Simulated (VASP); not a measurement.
Zn8O7 (a cell with a defect): single point with PBE

The system is Zn8O7 (a cell with a defect).

```
Zn O
1.0
     0.00000    0.00000    5.29323
     6.55878    0.00000    0.00000
    -3.27939    5.68007    0.00000
Zn O
8 7
Direct
  0.53821 0.33333 0.16667
  0.49922 0.33021 0.66511
  0.49922 0.83489 0.16979
  0.49922 0.83489 0.66511
  0.99554 0.17344 0.32656
  0.99554 0.17344 0.84689
  0.99554 0.65311 0.32656
  0.99820 0.66667 0.83333
  0.87701 0.33209 0.66604
  0.87701 0.83396 0.16791
  0.87701 0.83396 0.66604
  0.37862 0.17234 0.32766
  0.37862 0.17234 0.84468
  0.37862 0.65532 0.32766
  0.37519 0.66667 0.83333
```

```yaml
Program: VASP 6.6.1
Task: single point
Functional: PBE
Potentials_or_basis: VASP PAW PBE potentials, release 64 (Zn, O)
Cutoff: 520 eV
k_mesh: 1 × 1 × 1
Occupations: gaussian, width 0.01 eV
Spin: no spin polarisation
```

The largest force is 0.053 eV/Å.

Forces in eV/Å, atoms in the order of the input:
```
Zn   0.000  0.000  0.048
Zn  -0.006 -0.004 -0.001
Zn   0.000  0.007 -0.001
Zn   0.006 -0.004 -0.001
Zn   0.042 -0.024 -0.020
Zn   0.000  0.049 -0.020
Zn  -0.042 -0.024 -0.020
Zn   0.000  0.000  0.012
O   -0.011 -0.006  0.003
O    0.000  0.013  0.003
O    0.011 -0.006  0.003
O    0.014 -0.008  0.004
O    0.000  0.017  0.004
O   -0.014 -0.008  0.004
O    0.000  0.000 -0.018
```

Levels at points of the mesh, in eV from the Fermi level:
```csv
k point,band 64,band 65,band 66,band 67,band 68,band 69,band 70,band 71
"(0.00, 0.00, 0.00)",-0.45,-0.42,-0.42,-0.07,0.00,0.00,3.40,5.11
```

It took 45 s on 1 thread of Intel(R) Xeon(R) 6975P-C (Granite Rapids) (shared host), peak memory 0.28 GiB.

Caveat: the k points lie up to 1.19 Å⁻¹ apart; the cell carries a net charge on a neutralising background, which shifts energy and pressure; the cell is charged against a uniform background, so pressure and absolute levels hang on convention.
